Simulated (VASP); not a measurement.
A run of VASP 6.6.1:

The input POSCAR:

```
BN
1.0
    2.5008383104      0.0000000000      0.0000000000
   -1.2504191552      2.1657895075      0.0000000000
    0.0000000000      0.0000000000      6.8931205922
B N
2 2
Direct
    0.3333333333      0.6666666667      0.2500000000
    0.6666666667      0.3333333333      0.7500000000
    0.6666666667      0.3333333333      0.2500000000
    0.3333333333      0.6666666667      0.7500000000
```

INCAR.step1

```
SYSTEM = BN
ALGO = Normal ; EDIFF = 1E-5
ENCUT = 520 ; GGA = PE
GGA_COMPAT = .False. ; ISIF = 2
ISMEAR = 0 ; KPAR = 4
LASPH = .True. ; LCHARG = .False.
LREAL = .False. ; LWAVE = .True.
NBANDS = 16 ; NELM = 120
PREC = Accurate ; SIGMA = 0.01
```

The input INCAR.step2:

```
SYSTEM = BN
AEXX = 0.25 ; ALGO = Normal
EDIFF = 1E-6 ; ENCUT = 520
GGA = PE ; GGA_COMPAT = .False.
ISIF = 2 ; ISMEAR = 0
ISTART = 1 ; KPAR = 4
LASPH = .True. ; LCHARG = .False.
LHFCALC = .True. ; LREAL = .False.
LWAVE = .False. ; NBANDS = 16
NELM = 120 ; PREC = Accurate
PRECFOCK = Normal ; SIGMA = 0.01
```

KPOINTS

```
k-points
0
Gamma
  9 9 4
  0 0 0
```

Potentials or basis: VASP PAW PBE potentials, release 64 (B, N).

Launch:

```sh
$ cat potpaw_PBE.64/B/POTCAR potpaw_PBE.64/N/POTCAR > POTCAR
$ cp INCAR.step1 INCAR
$ mpirun -np 4 vasp_std > vasp.out
$ cp INCAR.step2 INCAR
$ mpirun -np 4 vasp_std > vasp.out
```

Hardware: 4 MPI ranks on AMD EPYC 7R13 Processor (Zen 3), with other jobs on the host.

Task: Estimate the wall time of this run.

Result: Wall time 13 min on 4 MPI ranks on AMD EPYC 7R13 Processor (Zen 3), with other jobs on the host, peak memory 0.15 GiB a rank. Counts: k points 36.
